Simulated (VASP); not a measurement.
Here is a VASP 6.6.1 calculation.

File INCAR:

```
SYSTEM = Al12N
PREC = Accurate
ENCUT = 520
EDIFF = 1E-6
ISMEAR = 0
SIGMA = 0.1
LREAL = .FALSE.
LASPH = .TRUE.
NELM = 100
ALGO = Normal
ISIF = 2
LWAVE = .FALSE.
LCHARG = .TRUE.
LDIPOL = .TRUE.
IDIPOL = 3
DIPOL = 0.5 0.5 0.325
GGA = PE
LELF = .TRUE.
LVHAR = .TRUE.
LVACPOTAV = .TRUE.
NBANDS = 32
```

KPOINTS

```
regular mesh
0
G
  6 6 1
  0 0 0
```

The input POSCAR:

```
Al12N
1.0
    5.7143028096      0.0000000000      0.0000000000
   -2.8571514048      4.9487313980      0.0000000000
    0.0000000000      0.0000000000     20.1016425062
Al N
12 1
Direct
    0.3333333333      0.1666666667      0.1989887144
    0.3333333333      0.6666666667      0.1989887144
    0.8333333333      0.1666666667      0.1989887144
    0.8333333333      0.6666666667      0.1989887144
    0.1666666667      0.3333333333      0.3134533093
    0.1666666667      0.8333333333      0.3134533093
    0.6666666667      0.3333333333      0.3134533093
    0.6666666667      0.8333333333      0.3134533093
    0.0000000000      0.0000000000      0.4279074460
    0.0000000000      0.5000000000      0.4279074460
    0.5000000000      0.0000000000      0.4279074460
    0.5000000000      0.5000000000      0.4279074460
    0.3333333333      0.1666666667      0.4694093973
```

Potentials or basis: VASP PAW PBE potentials, release 64 (Al, N).

Run with:

```sh
$ cat potpaw_PBE.64/Al/POTCAR potpaw_PBE.64/N/POTCAR > POTCAR
$ mpirun -np 1 vasp_std > vasp.out
```

Task: What does it give for the largest force?

Result: 0.474 eV/Å.

Forces on the atoms (eV/Å):
```
Al   0.000  0.000 -0.157
Al   0.012  0.007 -0.117
Al   0.000 -0.014 -0.117
Al  -0.012  0.007 -0.117
Al  -0.059  0.034 -0.083
Al   0.000 -0.068 -0.083
Al   0.059  0.034 -0.083
Al   0.000  0.000 -0.023
Al  -0.238 -0.137  0.386
Al   0.000  0.000 -0.382
Al   0.238 -0.137  0.386
Al   0.000  0.275  0.386
N    0.000  0.000  0.005
```
